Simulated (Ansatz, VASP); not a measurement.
# Rh in VASP and in Ansatz

```xyz
2
Lattice="1.7646 1.0188 3.0196 -1.7646 1.0188 3.0196 0.0000 -2.0376 3.0196" Properties=species:S:1:pos:R:3 pbc="T T T"
Rh    0.0000    0.0000    2.2648
Rh    0.0000    0.0000    6.7941
```

Alike in both runs: functional PBE; k mesh 6 × 6 × 6; occupations gaussian, width 0.1 eV; no spin polarisation.

Ansatz relaxed the structure, and its values are those at the end. VASP's run is a single point on that final structure, the one shown.

|  | VASP | Ansatz |
| --- | --- | --- |
| version | VASP 6.6.1 | Ansatz 0.2.0 |
| potentials or method | VASP PAW PBE potentials, release 64 (Rh_pv), cutoff 520 eV | scalar-relativistic, plane waves, PAW |
| valence electrons in the cell | 30 | 34 |

```tsv
	VASP	Ansatz	Ansatz less VASP
gap on the k mesh at the Fermi level (eV)	none	none	-
pressure (GPa)	0.2	0.1	-0.06
```

A gap of «none» marks a metal or a gap that the smearing closes. VASP's potentials hold 30 valence electrons a cell and Ansatz's 34, so a difference there can come from the potentials and not from the codes.

The k mesh is coarse, so the values compare programs but aren't converged.
